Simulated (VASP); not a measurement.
A run of VASP 6.6.1 is set up as follows.

File INCAR:

```
SYSTEM = Ta
ALGO = Fast
EDIFF = 1E-6
ENCUT = 520
GGA = PE
ISIF = 2
ISMEAR = 0
LASPH = .True.
LCHARG = .False.
LREAL = .False.
LWAVE = .False.
NBANDS = 12
NELM = 100
PREC = Accurate
SIGMA = 0.15
```

File KPOINTS:

```
k-points
0
Gamma
  20 20 20
  0 0 0
```

POSCAR

```
Ta
1.0
   -1.6512800000      1.6512800000      1.7833824000
    1.6512800000     -1.6512800000      1.7833824000
    1.6512800000      1.6512800000     -1.7833824000
Ta
1
Direct
    0.0000000000      0.0000000000      0.0000000000
```

Potentials or basis: VASP PAW PBE potentials, release 64 (Ta_pv).

Command:

```console
$ cat potpaw_PBE.64/Ta_pv/POTCAR > POTCAR
$ mpirun -np 1 vasp_std > vasp.out
```

(1) Predict the band gap on the k mesh.

(2) Estimate the pressure.

## Answers

(1) zero (an odd number of electrons rules out a gap without spin polarisation).

(2) -10.2 GPa.

Caveat: the cell differs from its parent crystal (strain +0.000 along x and y, +0.080 along z); the stress differs along the axes, from -14 to -8 GPa; spin-orbit coupling is left out, which moves the levels of the heavy elements.
